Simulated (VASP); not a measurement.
# LiTlTe2: single point with PBE

Crystal: LiTlTe2.

```
Li Te Tl
1.0
     4.59800    0.00000    0.00000
     0.00000    4.59800    0.00000
     0.00000    0.00000    6.47346
Li Te Tl
1 2 1
Cartesian
  0.0000 0.0000 0.0000
  0.0000 2.2990 1.4948
  2.2990 0.0000 4.9786
  2.2990 2.2990 3.2367
```

```
Program             : VASP 6.6.1
Task                : single point
Functional          : PBE
Potentials or basis : VASP PAW PBE potentials, release 64 (Li_sv, Te, Tl_d)
Cutoff              : 520 eV
k mesh              : 4 × 4 × 4
Occupations         : gaussian, width 0.01 eV
Spin                : no spin polarisation
```

```json
{
  "Largest force": "0.174 eV/Å",
  "Band gap on the k mesh": "0.15 eV"
}
```

Forces in eV/Å, atoms in the order of the input:
```
Li   0.000  0.000  0.000
Te   0.000  0.000 -0.174
Te   0.000  0.000  0.174
Tl   0.000  0.000  0.000
```

Levels at points of the mesh, in eV from the valence-band top:
```tsv
k point	band 11	band 12	band 13	band 14	band 15	band 16	band 17	band 18
(0.00, 0.00, 0.00)	-1.67	-0.23	0.00	0.00	0.15	2.65	4.25	4.44
(0.50, 0.00, 0.00)	-2.08	-1.76	-1.01	-0.45	1.64	4.46	4.91	5.04
(0.50, 0.50, 0.00)	-2.12	-1.69	-1.69	-1.08	0.81	2.69	2.69	5.09
(0.00, 0.00, 0.50)	-1.22	-1.22	-0.73	-0.73	1.46	2.75	4.26	5.44
(0.50, 0.00, 0.50)	-0.95	-0.94	-0.54	-0.43	0.22	4.15	4.41	4.92
(0.50, 0.50, 0.50)	-1.98	-1.98	-1.81	-1.52	2.42	4.58	4.58	5.71
```

It took 68 s on 1 thread of Oxide Virtual Turin-like Processor, on a shared host, peak memory 0.23 GiB.

Caveat: spin-orbit coupling is left out, which moves the levels of the heavy elements. A k mesh can miss the band edges.
